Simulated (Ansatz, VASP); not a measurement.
**One calculation of GaMo, two programs**

File INCAR:

```
ALGO     = Fast           # electronic algorithm
EDIFF    = 1E-6           # SCF threshold, eV
EDIFFG   = -0.08          # ionic threshold
ENCUT    = 600            # plane-wave cutoff, eV
GGA      = PE             # functional
IBRION   = 2              # ionic algorithm
ISIF     = 3              # what is computed and relaxed
ISMEAR   = 0              # smearing method
LASPH    = T              # aspherical terms in the spheres
LCHARG   = F              # write CHGCAR
LREAL    = F              # projectors in reciprocal space
LWAVE    = F              # write WAVECAR
NELM     = 100            # most SCF steps
NSW      = 36             # ionic steps
PREC     = Accurate       # precision mode
SIGMA    = 0.2            # smearing width, eV
```

Contents of KPOINTS:

```
k-points
0
Gamma
  7 7 7
```

POSCAR

```
GaMo
1.0
    0.0000000000      2.4546527600      2.4546527600
    2.4546527600      0.0000000000      2.4546527600
    2.4546527600      2.4546527600      0.0000000000
Ga Mo
1 1
Direct
    0.7500000000      0.7500000000      0.7500000000
    0.0000000000      0.0000000000      0.0000000000
```

Input for Ansatz:

```yaml
crystal:
  lattice:
    - [0.0, 2.45465276, 2.45465276]
    - [2.45465276, 0.0, 2.45465276]
    - [2.45465276, 2.45465276, 0.0]
  atoms:
    - { symbol: Ga, position: [0.75, 0.75, 0.75] }
    - { symbol: Mo, position: [0.0, 0.0, 0.0] }
basis:
  ecutwfc: 420
kpoints:
  mp_grid: { grid: [7, 7, 7] }
hamiltonian:
  xc: pbe
scf:
  occupations: { method: gaussian, width: 0.2 }
  lower_state_search: "off"
output:
  forces: true
  stress: true
  eigenvalues: true
relax:
  adjacent_minimum: "off"
  f_tol: 0.08
  max_steps: 16
  cell: { stress_tol: 0.8 }
```

Change from the starting cell: species swapped into the BN type (F-43m, No. 216).

Alike in both runs: task relaxation of cell and atoms; functional PBE; k mesh 7 × 7 × 7; occupations gaussian, width 0.2 eV; no spin polarisation.

```csv
,VASP,Ansatz
version,VASP 6.6.1,Ansatz 0.2.0
potentials or method,"VASP PAW PBE potentials, release 64 (Ga_d, Mo_sv), cutoff 600 eV","scalar-relativistic, plane waves, PAW"
valence electrons in the cell,27,27
```

```tsv
	VASP	Ansatz	Ansatz less VASP
gap on the k mesh at the Fermi level, each at its own relaxed structure (eV)	none	none	-
relaxed volume (Å³/atom)	23.26	23.01	-0.254
relaxed cell length with the largest relative difference (Å)	4.037	4.022	-0.0148
```

A gap of «none» marks a metal or a gap that the smearing closes.

Noted on VASP's run: the volume moved by over 15 % at a fixed basis, so the end points are rough.
